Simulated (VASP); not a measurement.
Runs of VASP 6.6.1 on P. The structure is that of space group Pm-3m (No. 221), or close to it. The cells are those of the table. 

```csv
cell,k mesh,smearing,gap on the mesh (eV),pressure (GPa)
"a = 2.307 Å, 1 atom",18 × 18 × 18,gaussian 0.1 eV,none,(a)
"a = 2.407 Å, 1 atom",10 × 10 × 10,gaussian 0.1 eV,none,-0.3
"a = 2.410 Å, 1 atom",20 × 20 × 20,fermi-dirac 0.15 eV,none,-0.3
"a = 2.358 Å, 1 atom",18 × 18 × 18,gaussian 0.1 eV,none,8.7
"a = 2.407 Å, 1 atom",18 × 18 × 18,gaussian 0.1 eV,none,-0.3
"a = 2.395 Å, 1 atom",18 × 18 × 18,gaussian 0.1 eV,none,1.6
"a = 4.273, b = 4.273, c = 4.378 Å, 1 atom",4 × 4 × 4,gaussian 0.1 eV,none,-3.5
"a = 2.485 Å, 1 atom",18 × 18 × 18,gaussian 0.1 eV,none,(b)
```

Alike in all rows: task single point; level PBE+D3(BJ); potentials or basis VASP PAW PBE potentials, release 64 (P); no spin polarisation; cutoff (eV) 520.

Q: Fill in the values left out.

A: (a) 21.4; (b) -9.8.

Caveats: some runs use coarse meshes; pairwise dispersion overbinds metals, which lowers pressure and volume.

A gap of «none» marks levels without a gap at the run's occupations.
